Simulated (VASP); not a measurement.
Wanted: the native input for a VASP 6.6.1 run.

* Task: single point
* Functional: PBE
* Potentials or basis: VASP PAW PBE potentials, release 64 (Ru_pv, C)
* Cutoff: 520 eV
* k mesh: 6 × 6 × 6
* Occupations: gaussian, width 0.1 eV
* Spin: no spin polarisation
* Dipole correction: no
* Further INCAR settings: ALGO = Normal; EDIFF = 1e-07; NBANDS = 31

The structure of Ru3C lies in POSCAR:

```
Ru3C
1.0
    3.6033498900      0.0000000000      0.0000000000
    0.0000000000      3.6033498900      0.0000000000
    0.0000000000      0.0000000000      3.6033498900
Ru C
3 1
Direct
    0.0000000000      0.5000000000      0.5000000000
    0.5000000000      0.0000000000      0.5000000000
    0.5000000000      0.5000000000      0.0000000000
    0.0000000000      0.0000000000      0.0000000000
```

The input as run:

INCAR

```
PREC = Accurate
ENCUT = 520
EDIFF = 1E-7
ISMEAR = 0
SIGMA = 0.1
LREAL = F
LASPH = T
NELM = 80
ALGO = Normal
ISIF = 2
LWAVE = F
LCHARG = F
GGA = PE
NBANDS = 31
```

KPOINTS

```
Automatic mesh
0
Gamma
  6 6 6
```

Potentials or basis: VASP PAW PBE potentials, release 64 (Ru_pv, C).

Command:

```bash
$ cat potpaw_PBE.64/Ru_pv/POTCAR potpaw_PBE.64/C/POTCAR > POTCAR
$ mpirun -np 1 vasp_std > vasp.out
```

It gave:

| Quantity | Value |
| --- | --- |
| Pressure | 20.4 GPa |
| Band gap on the k mesh | zero (band 23 reaches 13.61 eV, above the bottom of band 24 at 12.44 eV) |

Run time: 15 s on 1 thread of Intel(R) Xeon(R) 6975P-C (Granite Rapids), with other jobs on the host, peak memory 0.16 GiB.
